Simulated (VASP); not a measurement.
# Fe (P6_3/mmc) in VASP: further runs

Fe is run at these levels: PBE; tasks: single point.

All numbers are computed with VASP 6.6.1; they aren't measurements. Logs are shortened: lines on timing, memory, paths and dates and some standing lists are left out, and cuts for length are marked.

**1. The cell of the first run**

It takes space group P6_3/mmc (No. 194, hexagonal). The conventional cell has a = 2.434 Å, b = 2.434 Å, c = 3.842 Å, α = 90.00°, β = 90.00°, γ = 120.00°. Fe (site symmetry -6m2) has 12 Fe at 2.38 to 2.43 Å within 3.1 Å.

This isn't the form of Fe at room conditions, which is bcc.

**2. Single point, PBE, collinear spin, ferromagnetic start**

INCAR

```
SYSTEM = Fe
  PREC = Accurate
  ENCUT = 520
  EDIFF = 1E-6
  ISMEAR = -1
  SIGMA = 0.05
  LREAL = .False.
  LASPH = .True.
  NELM = 150
  ALGO = Normal
  ISIF = 2
  LWAVE = .False.
  LCHARG = .False.
  ISPIN = 2
  MAGMOM = 4.5 4.5
  LORBIT = 11
  LMAXMIX = 4
  GGA = PE
  NBANDS = 19
```

KPOINTS

```
regular mesh
0
Gamma
  12 12 7
  0 0 0
```

POSCAR

```
Fe
1.0
    2.4341575853      0.0000000000      0.0000000000
   -1.2170787927      2.1080423057      0.0000000000
    0.0000000000      0.0000000000      3.8419344700
Fe
2
Direct
    0.6666666667      0.3333333333      0.7500000000
    0.3333333333      0.6666666667      0.2500000000
```

Potentials or basis: VASP PAW PBE potentials, release 64 (Fe).

Run with:

```
$ cat potpaw_PBE.64/Fe/POTCAR > POTCAR
$ mpirun -np 1 vasp_std > vasp.out
```

OUTCAR:

```text
SYSTEM = Fe
   PREC = Accurate
   ENCUT = 520
   EDIFF = 1E-6
   ISMEAR = -1
   LREAL = .False.
   LASPH = .True.
   NELM = 150
   ISIF = 2
   ISPIN = 2
   LORBIT = 11
   GGA = PE

 ion  position               nearest neighbor table
   1  0.667  0.333  0.750-   2 2.38   2 2.38   2 2.38   2 2.38   2 2.38   2 2.38
   2  0.333  0.667  0.250-   1 2.38   1 2.38   1 2.38   1 2.38   1 2.38   1 2.38

  LATTYP: Found a hexagonal cell.
 ALAT       =     2.4341575853
 C/A-ratio  =     1.5783425417

  Lattice vectors:

 A1 = (   2.4341575853,   0.0000000000,   0.0000000000)
 A2 = (  -1.2170787927,   2.1080423057,   0.0000000000)
 A3 = (   0.0000000000,   0.0000000000,   3.8419344700)

Analysis of symmetry for initial positions (statically):
=====================================================================
 Subroutine PRICEL returns:
 Original cell was already a primitive cell.

 Routine SETGRP: Setting up the symmetry group for a
 hexagonal supercell.

 Subroutine GETGRP returns: Found 24 space group operations
 (whereof 12 operations were pure point group operations)
 out of a pool of 24 trial point group operations.

The static configuration has the point symmetry D_3d.
 The point group associated with its full space group is D_6h.

Analysis of symmetry for dynamics (positions and initial velocities):
=====================================================================
 Subroutine PRICEL returns:
 Original cell was already a primitive cell.

 Routine SETGRP: Setting up the symmetry group for a
 hexagonal supercell.

 Subroutine GETGRP returns: Found 24 space group operations
 (whereof 12 operations were pure point group operations)
 out of a pool of 24 trial point group operations.

The dynamic configuration has the point symmetry D_3d.
 The point group associated with its full space group is D_6h.

Analysis of structural, dynamic, and magnetic symmetry:
=====================================================================
 Subroutine PRICEL returns:
 Original cell was already a primitive cell.

 Routine SETGRP: Setting up the symmetry group for a
 hexagonal supercell.

 Subroutine GETGRP returns: Found 24 space group operations
 (whereof 12 operations were pure point group operations)
 out of a pool of 24 trial point group operations.

The overall configuration has the point symmetry D_3d.
 The point group associated with its full space group is D_6h.

 Subroutine INISYM returns: Found 24 space group operations
 (whereof 12 operations are pure point group operations),
 and found     1 'primitive' translations

----------------------------------------------------------------------------------------

                                     Primitive cell

  volume of cell :      19.7141

  direct lattice vectors                    reciprocal lattice vectors
     2.434157585  0.000000000  0.000000000     0.410819746  0.237186891  0.000000000
    -1.217078793  2.108042306  0.000000000     0.000000000  0.474373781  0.000000000
     0.000000000  0.000000000  3.841934470     0.000000000  0.000000000  0.260285543

  length of vectors
     2.434157585  2.434157585  3.841934470     0.474373781  0.474373781  0.260285543

  position of ions in fractional coordinates (direct lattice)
     0.666666667  0.333333333  0.750000000
     0.333333333  0.666666667  0.250000000

  ion indices of the primitive-cell ions
   primitive index   ion index
                 1           1
                 2           2

----------------------------------------------------------------------------------------

 KPOINTS: regular mesh

Automatic generation of k-mesh.
 Grid dimensions read from file:
 generate k-points for:   12   12    7

 Generating k-lattice:

  Cartesian coordinates                     Fractional coordinates (reciprocal lattice)
     0.034234979  0.019765574  0.000000000     0.083333333 -0.000000000  0.000000000
     0.000000000  0.039531148  0.000000000     0.000000000  0.083333333  0.000000000
     0.000000000  0.000000000  0.037183649     0.000000000  0.000000000  0.142857143

  Length of vectors
     0.039531148  0.039531148  0.037183649

  Shift w.r.t. Gamma in fractional coordinates (k-lattice)
     0.000000000  0.000000000  0.000000000

 Subroutine IBZKPT returns following result:
 ===========================================

 Found     76 irreducible k-points:

 Following reciprocal coordinates:
            Coordinates               Weight
  0.000000  0.000000  0.000000      1.000000
  0.083333  0.000000  0.000000      6.000000
  0.166667  0.000000  0.000000      6.000000
  0.250000  0.000000  0.000000      6.000000
  0.333333  0.000000  0.000000      6.000000
  0.416667  0.000000  0.000000      6.000000
[... 16 lines left out ...]
  0.250000  0.000000  0.142857     12.000000
  0.333333  0.000000  0.142857     12.000000
 [... further k-points ...]
   k-points           NKPTS =     76   k-points in BZ     NKDIM =     76   number of bands    NBANDS=     19
   number of dos      NEDOS =    301   number of ions     NIONS =      2
   total plane-waves  NPLWV =   9720
   dimension x,y,z NGX =    18 NGY =   18 NGZ =   30
   dimension x,y,z NGXF=    36 NGYF=   36 NGZF=   60
   ions per type =               2
   NGX,Y,Z   is equivalent  to a cutoff of  12.29, 12.29, 12.98 a.u.
   NGXF,Y,Z  is equivalent  to a cutoff of  24.59, 24.59, 25.96 a.u.
 SYSTEM =  Fe
   PREC   = accura    normal or accurate (medium, high low for compatibility)
   ISTART =      0    job   : 0-new  1-cont  2-samecut
   ICHARG =      2    charge: 1-file 2-atom 10-const
   ISPIN  =      2    spin polarized calculation?
   LNONCOLLINEAR =      F non collinear calculations
   LSORBIT =      F    spin-orbit coupling
   LASPH  =      T    aspherical Exc in radial PAW
   ENCUT  =  520.0 eV  38.22 Ry    6.18 a.u.   4.53  4.53  7.14*2*pi/ulx,y,z
   NELM   =    150;   NELMIN=  2; NELMDL= -5     # of ELM steps
   EDIFF  = 0.1E-05   stopping-criterion for ELM
   LREAL  =      F    real-space projection
   EDIFFG = 0.1E-04   stopping-criterion for IOM
   NSW    =      0    number of steps for IOM
   IBRION =     -1    ionic relax: 0-MD 1-quasi-New 2-CG
   NFREE  =      0    steps in history (QN), initial steepest desc. (CG)
   ISIF   =      2    stress and relaxation
   ISYM   =      2    0-nonsym 1-usesym 2-fastsym
   POTIM  = 0.5000    time-step for ionic-motion
   TEBEG  =    0.0;   TEEND  =   0.0 temperature during run
   PSTRESS=    0.0 pullay stress
   NELECT =      16.0000    total number of electrons
   NUPDOWN=      -1.0000    fix difference up-down
   EMIN   =  10.00;   EMAX   =-10.00  energy-range for DOS
   EFERMI =   0.00;   METHOD = LEGACY
   ISMEAR =    -1;   SIGMA  =   0.05  broadening in eV -4-tet -1-fermi 0-gaus
   EFERMI_NEDOS =   21; number of points for ismear=-14 and -15
   IALGO  =     38    algorithm
   IMIX   =      4    mixing-type and parameters
     AMIX     =   0.40;   BMIX     =  1.00
     AMIX_MAG =   1.60;   BMIX_MAG =  1.00
  volume/ion in A,a.u.               =       9.86        66.52
  Fermi-wavevector in a.u.,A,eV,Ry     =   1.527058  2.885721 31.727505  2.331906
  Thomas-Fermi vector in A             =   2.635006
   LORBIT       =     11    0 simple, 1 ext, 2 COOP (PROOUT), +10 PAW based schemes
   GGA     = PE    functional components
   LHFCALC =     F    Hartree Fock is set to
   AEXX    =    0.0000 exact exchange contribution
   IVDW    =     0    specifies the selected vdW correction
   LEPSILON=     F    determine dielectric tensor
   LRPA    =     F    only Hartree local field effects (RPA)
 spin polarized calculation
  energy-cutoff  :      520.00
  volume of cell :       19.71
 maximum number of plane-waves:       549
   NGX =  9   NGY =  9   NGZ = 15

 number of electron      16.0000009 magnetization      -0.0003560

 number of electron      16.0000009 magnetization       0.0001148

 Free energy of the ion-electron system (eV)
  ---------------------------------------------------
  ext. energy  EPLUGINS =         0.00000000
  ---------------------------------------------------
  free energy    TOTEN  =       -16.30178217 eV

  energy without entropy =      -16.28233082  energy(sigma->0) =      -16.29205649

 E-fermi :   7.3177     XC(G=0): -13.9866

 val. band max:        7.2960600172   @ k =   0.3333   0.3333   0.2857
 cond. band min:       7.3189803681   @ k =   0.3333   0.2500   0.2857
 fundamental gap:      0.0229203510
 Fermi energy:         7.3176977964

 spin component 1

 k-point     1 :       0.0000    0.0000    0.0000
  band No.  band energies     occupation
      1      -1.8175      1.00000
      2       2.1614      1.00000
      3       5.5609      1.00000
      4       5.5609      1.00000
      5       5.7107      1.00000
      6       6.0540      1.00000
[... 11 lines left out ...]
     18      34.1736      0.00000
     19      34.9572      0.00000
[... 485 lines left out ...]
 k-point    24 :       0.3333    0.0000    0.1429
  band No.  band energies     occupation
      1       1.6047      1.00000
      2       3.0690      1.00000
      3       3.5526      1.00000
      4       4.4915      1.00000
      5       5.5772      1.00000
      6       5.6433      1.00000
[... 11 lines left out ...]
     18      31.5850      0.00000
     19      33.2785      0.00000

 [... further k-points ...]

 spin component 2

 k-point     1 :       0.0000    0.0000    0.0000
  band No.  band energies     occupation
      1      -1.8175      1.00000
      2       2.1615      1.00000
      3       5.5609      1.00000
      4       5.5609      1.00000
      5       5.7108      1.00000
      6       6.0541      1.00000
[... 11 lines left out ...]
     18      34.1735      0.00000
     19      34.9572      0.00000
[... 485 lines left out ...]
 k-point    24 :       0.3333    0.0000    0.1429
  band No.  band energies     occupation
      1       1.6047      1.00000
      2       3.0691      1.00000
      3       3.5527      1.00000
      4       4.4915      1.00000
      5       5.5773      1.00000
      6       5.6434      1.00000
[... 11 lines left out ...]
     18      31.5850      0.00000
     19      33.2786      0.00000

 [... further k-points ...]
[... 5 lines left out ...]
  --------------------------------------------------------------------------------------
  -------------------------------------------------------------------------------------
  Total        1.1210683      1.1210683      1.3694073     -0.0000000      0.0000000      0.0000000
  in kB       91.1097144     91.1097144    111.2923347     -0.0000000      0.0000000      0.0000000
  external PRESSURE =      97.8372545 kB  Pullay stress =       0.0000000 kB

 VOLUME and BASIS-vectors are now :
 -----------------------------------------------------------------------------
  energy-cutoff  :      520.00
  volume of cell :       19.71
      direct lattice vectors                 reciprocal lattice vectors
     2.434157585  0.000000000  0.000000000     0.410819746  0.237186891  0.000000000
    -1.217078793  2.108042306  0.000000000     0.000000000  0.474373781  0.000000000
     0.000000000  0.000000000  3.841934470     0.000000000  0.000000000  0.260285543

 POSITION                                       TOTAL-FORCE (eV/Angst)
 -----------------------------------------------------------------------------------
      1.21708      0.70268      2.88145         0.000000     -0.000000      0.000000
     -0.00000      1.40536      0.96048        -0.000000      0.000000      0.000000
 -----------------------------------------------------------------------------------
    total drift:                                0.000000     -0.000000     -0.000000

  FREE ENERGIE OF THE ION-ELECTRON SYSTEM (eV)
  ---------------------------------------------------
  free  energy   TOTEN  =       -16.3017821655 eV

  energy  without entropy=      -16.2823308160  energy(sigma->0) =      -16.29205649

 total charge

# of ion       s       p       d       tot
------------------------------------------
    1        0.553   0.670   6.376   7.599
    2        0.553   0.670   6.376   7.599
--------------------------------------------------
tot          1.106   1.341  12.752  15.199

 magnetization (x)

# of ion       s       p       d       tot
------------------------------------------
    1       -0.000  -0.000   0.000   0.000
    2       -0.000  -0.000   0.000   0.000
--------------------------------------------------
tot         -0.000  -0.000   0.000   0.000
```

Run time: 95 s. Hardware: 1 thread of Intel Xeon 8259CL, shared host; peak memory 0.16 GiB.

Results:

- Free energy: -16.3018 eV
- Pressure: 9.8 GPa
- Band gap on the k mesh: zero (filled and empty bands overlap)
- Net moment: 0.00 μB per cell
- Valence electrons inside the program's atomic spheres: Fe 7.60

Stress tensor (GPa, compression positive):
```
 9.11  0.00  0.00
 0.00  9.11  0.00
 0.00  0.00 11.13
```

Caveat: the cell stands under pressure.

**3. Single point, PBE, collinear spin, ferromagnetic start**

INCAR

```
PREC     = Accurate       # precision mode
ENCUT    = 520            # plane-wave cutoff, eV
EDIFF    = 1E-6           # SCF threshold, eV
ISMEAR   = 0              # smearing method
SIGMA    = 0.015          # smearing width, eV
LREAL    = False          # projectors in reciprocal space
LASPH    = True           # aspherical terms in the spheres
NELM     = 150            # most SCF steps
ALGO     = Normal         # electronic algorithm
ISIF     = 2              # what is computed and relaxed
LWAVE    = False          # write WAVECAR
LCHARG   = False          # write CHGCAR
ISPIN    = 2              # spin polarisation
MAGMOM   = 3 3            # initial moments
LORBIT   = 11             # projections on sites
LMAXMIX  = 4              # l up to which the mixer works
GGA      = PE             # functional
NBANDS   = 19             # bands
```

KPOINTS

```
Automatic mesh
0
Gamma
  12 12 7
```

POSCAR is that of step 2.

Potentials or basis: VASP PAW PBE potentials, release 64 (Fe).

Run with:

```
$ cat potpaw_PBE.64/Fe/POTCAR > POTCAR
$ mpirun -np 1 vasp_std > vasp.out
```

OUTCAR:

```text
PREC = Accurate
   ENCUT = 520
   EDIFF = 1E-6
   ISMEAR = 0
   LREAL = False
   LASPH = True
   NELM = 150
   ISIF = 2
   ISPIN = 2
   LORBIT = 11
   GGA = PE

 ion  position               nearest neighbor table
   1  0.667  0.333  0.750-   2 2.38   2 2.38   2 2.38   2 2.38   2 2.38   2 2.38
   2  0.333  0.667  0.250-   1 2.38   1 2.38   1 2.38   1 2.38   1 2.38   1 2.38

  LATTYP: Found a hexagonal cell.
 ALAT       =     2.4341575853
 C/A-ratio  =     1.5783425417

  Lattice vectors:

 A1 = (   2.4341575853,   0.0000000000,   0.0000000000)
 A2 = (  -1.2170787927,   2.1080423057,   0.0000000000)
 A3 = (   0.0000000000,   0.0000000000,   3.8419344700)

Analysis of symmetry for initial positions (statically):
=====================================================================
 Subroutine PRICEL returns:
 Original cell was already a primitive cell.

 Routine SETGRP: Setting up the symmetry group for a
 hexagonal supercell.

 Subroutine GETGRP returns: Found 24 space group operations
[... 729 lines left out ...]
      5       5.7216      1.00000
      6       6.0683      1.00000
[... 517 lines left out ...]
     18      31.5873      0.00000
     19      33.2849      0.00000

 [... further k-points ...]

------------------------ aborting loop because EDIFF is reached ----------------------------------------

  FORCE on cell =-STRESS in cart. coord.  units (eV):
  Direction    XX          YY          ZZ          XY          YZ          ZX
  --------------------------------------------------------------------------------------
  -------------------------------------------------------------------------------------
  Total        1.1000547      1.1000547      1.3731984     -0.0000000      0.0000000      0.0000000
  in kB       89.4019278     89.4019278    111.6004406     -0.0000000      0.0000000      0.0000000
  external PRESSURE =      96.8014321 kB  Pullay stress =       0.0000000 kB

 VOLUME and BASIS-vectors are now :
 -----------------------------------------------------------------------------
  energy-cutoff  :      520.00
  volume of cell :       19.71
      direct lattice vectors                 reciprocal lattice vectors
     2.434157585  0.000000000  0.000000000     0.410819746  0.237186891  0.000000000
    -1.217078793  2.108042306  0.000000000     0.000000000  0.474373781  0.000000000
     0.000000000  0.000000000  3.841934470     0.000000000  0.000000000  0.260285543

 POSITION                                       TOTAL-FORCE (eV/Angst)
 -----------------------------------------------------------------------------------
      1.21708      0.70268      2.88145         0.000000     -0.000000      0.000000
     -0.00000      1.40536      0.96048        -0.000000      0.000000      0.000000
 -----------------------------------------------------------------------------------
    total drift:                                0.000000     -0.000000     -0.000000

  FREE ENERGIE OF THE ION-ELECTRON SYSTEM (eV)
  ---------------------------------------------------
  free  energy   TOTEN  =       -16.2912736054 eV

  energy  without entropy=      -16.2908863982  energy(sigma->0) =      -16.29108000

 total charge

# of ion       s       p       d       tot
------------------------------------------
    1        0.553   0.670   6.376   7.599
    2        0.553   0.670   6.376   7.599
--------------------------------------------------
tot          1.106   1.340  12.753  15.199

 magnetization (x)

# of ion       s       p       d       tot
------------------------------------------
    1       -0.000   0.000   0.032   0.032
    2       -0.000   0.000   0.032   0.032
--------------------------------------------------
tot         -0.001   0.001   0.063   0.063
```

OSZICAR:

```text
N       E                     dE             d eps       ncg     rms          rms(c)
DAV:   1     0.788831387061E+02    0.78883E+02   -0.75134E+03  6144   0.117E+03
DAV:   2    -0.138001899464E+02   -0.92683E+02   -0.82326E+02  5833   0.208E+02
DAV:   3    -0.172889220809E+02   -0.34887E+01   -0.33299E+01  6398   0.513E+01
DAV:   4    -0.173153474664E+02   -0.26425E-01   -0.26392E-01  6343   0.419E+00
DAV:   5    -0.173156184813E+02   -0.27101E-03   -0.27101E-03  6550   0.396E-01    0.210E+01
DAV:   6    -0.161801617678E+02    0.11355E+01   -0.57067E+00  6278   0.513E+01    0.274E+00
DAV:   7    -0.162498436882E+02   -0.69682E-01   -0.32128E-01  7196   0.933E+00    0.357E+00
DAV:   8    -0.162631563210E+02   -0.13313E-01   -0.51013E-03  7000   0.118E+00    0.227E+00
DAV:   9    -0.162919316928E+02   -0.28775E-01   -0.15681E-02  8104   0.245E+00    0.694E-01
DAV:  10    -0.162913836942E+02    0.54800E-03   -0.28080E-03  7955   0.671E-01    0.147E-01
DAV:  11    -0.162913012828E+02    0.82411E-04   -0.23081E-04  8221   0.259E-01    0.165E-01
DAV:  12    -0.162912689766E+02    0.32306E-04   -0.42090E-05  8155   0.136E-01    0.353E-02
DAV:  13    -0.162912707664E+02   -0.17899E-05   -0.92043E-06  8064   0.415E-02    0.118E-02
DAV:  14    -0.162912730541E+02   -0.22877E-05   -0.49336E-07  3672   0.142E-02    0.830E-03
DAV:  15    -0.162912736054E+02   -0.55122E-06   -0.13531E-06  3544   0.253E-02
   1 F= -.16291274E+02 E0= -.16291080E+02  d E =-.387207E-03  mag=     0.0656
```

stdout:

```text
POSCAR found type information on POSCAR Fe
 POSCAR found :  1 types and       2 ions
 scaLAPACK will be used
 LDA part: xc-table for (Slater+PW92), standard interpolation
 POSCAR, INCAR and KPOINTS ok, starting setup
 FFT: planning ... GRIDC
 FFT: planning ... GRID_SOFT
 FFT: planning ... GRID
 WAVECAR not read
 entering main loop
```

Run time: 1.7 min. Hardware: 1 thread of Intel Xeon 8259CL, shared host; peak memory 0.16 GiB.

Results:

```yaml
Free_energy: -16.2913 eV
Pressure: 9.7 GPa
Net_moment: 0.06 μB per cell
Site_moments: Fe +0.03 μB
Valence_electrons_inside_the_program's_atomic_spheres: Fe 7.60
```

Levels at points of the mesh, in eV from the Fermi level:
Spin up:
```csv
k point,band 6,band 7,band 8,band 9,band 10,band 11
"(0.00, 0.00, 0.00)",-1.30,-1.30,-0.95,-0.95,0.53,0.69
"(0.50, 0.00, 0.00)",-1.64,-1.16,0.79,1.03,1.08,2.74
```
Spin down:
| k point | band 5 | band 6 | band 7 | band 8 | band 9 | band 10 | band 11 | band 12 |
| --- | --- | --- | --- | --- | --- | --- | --- | --- |
| (0.00, 0.00, 0.00) | -1.61 | -1.27 | -1.27 | -0.91 | -0.91 | 0.54 | 0.73 | 0.73 |
| (0.50, 0.00, 0.00) | -2.08 | -1.60 | -1.13 | 0.83 | 1.07 | 1.12 | 2.76 | 4.98 |

Caveat: the cell stands under pressure.
